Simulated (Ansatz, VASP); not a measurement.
**Two plane-wave programs on CsCl**

```xyz
2
Lattice="4.1778 0.0000 0.0000 0.0000 4.1778 0.0000 0.0000 0.0000 4.1778" Properties=species:S:1:pos:R:3 pbc="T T T"
Cs    0.0000    0.0000    0.0000
Cl    2.0889    2.0889    2.0889
```

Alike in both runs: task single point; functional r2SCAN; k mesh 6 × 6 × 6; no spin polarisation.

|  | VASP | Ansatz |
| --- | --- | --- |
| version | VASP 6.6.1 | Ansatz 0.2.0 |
| potentials or method | VASP PAW PBE potentials, release 64 (Cs_sv, Cl) | plane waves, PAW |
| plane-wave cutoff (eV) | 550 | 500 |
| occupations | gaussian, width 0.01 eV | fixed |
| valence electrons in the cell | 16 | 16 |

Ansatz gave:

| Property | Result |
| --- | --- |
| gap on the k mesh at the Fermi level (eV) | 5.88 |
| pressure (GPa) | -0.5 |

**Question.** Which values does VASP return?

**Answer.** gap on the k mesh at the Fermi level (eV): 5.86; pressure (GPa): -0.4.

VASP's potentials were made for PBE, not for r2SCAN.

Spin-orbit coupling is off throughout.
